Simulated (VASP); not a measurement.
Here is a VASP 6.6.1 calculation.

INCAR

```
ALGO     = Normal         # electronic algorithm
EDIFF    = 1E-6           # SCF threshold, eV
ENCUT    = 520            # plane-wave cutoff, eV
GGA      = PS             # functional
ISIF     = 2              # what is computed and relaxed
ISMEAR   = 0              # smearing method
ISPIN    = 2              # spin polarisation
LASPH    = T              # aspherical terms in the spheres
LCHARG   = F              # write CHGCAR
LDAU     = T              # DFT+U
LDAUJ    = 0 0          
LDAUL    = 2 -1           # shell
LDAUPRINT= 1            
LDAUTYPE = 2            
LDAUU    = 2 0            # U, eV
LMAXMIX  = 4              # l up to which the mixer works
LORBIT   = 11             # projections on sites
LREAL    = F              # projectors in reciprocal space
LWAVE    = F              # write WAVECAR
MAGMOM   = 3.5 0          # initial moments
NBANDS   = 21             # bands
NELM     = 150            # most SCF steps
PREC     = Accurate       # precision mode
SIGMA    = 0.05           # smearing width, eV
```

The input KPOINTS:

```
k-points
0
Gamma
  14 14 14
```

The input POSCAR:

```
MoS
1.0
    0.0000000000      2.4478204267      2.4478204267
    2.4478204267      0.0000000000      2.4478204267
    2.4478204267      2.4478204267      0.0000000000
Mo S
1 1
Direct
    0.0000000000      0.0000000000      0.0000000000
    0.5000000000      0.5000000000      0.5000000000
```

Potentials or basis: VASP PAW PBE potentials, release 64 (Mo_sv, S).

Launch:

```console
$ cat potpaw_PBE.64/Mo_sv/POTCAR potpaw_PBE.64/S/POTCAR > POTCAR
$ mpirun -np 1 vasp_std > vasp.out
```

Task: Estimate the pressure.

Result: 18.6 GPa.

Task: Predict the net moment.

Result: 2.40 μB per cell.

Eigenvalues of the final occupation matrices:
| site | spin | trace | eigenvalues |
| --- | --- | --- | --- |
| site 1 d | 1 | 3.16 | 0.39 0.39 0.80 0.80 0.80 |
| site 1 d | 2 | 1.04 | 0.19 0.19 0.19 0.23 0.23 |

Caveat: the cell stands under pressure; the PAW data sets were made with another functional, which shifts forces and pressure a little.
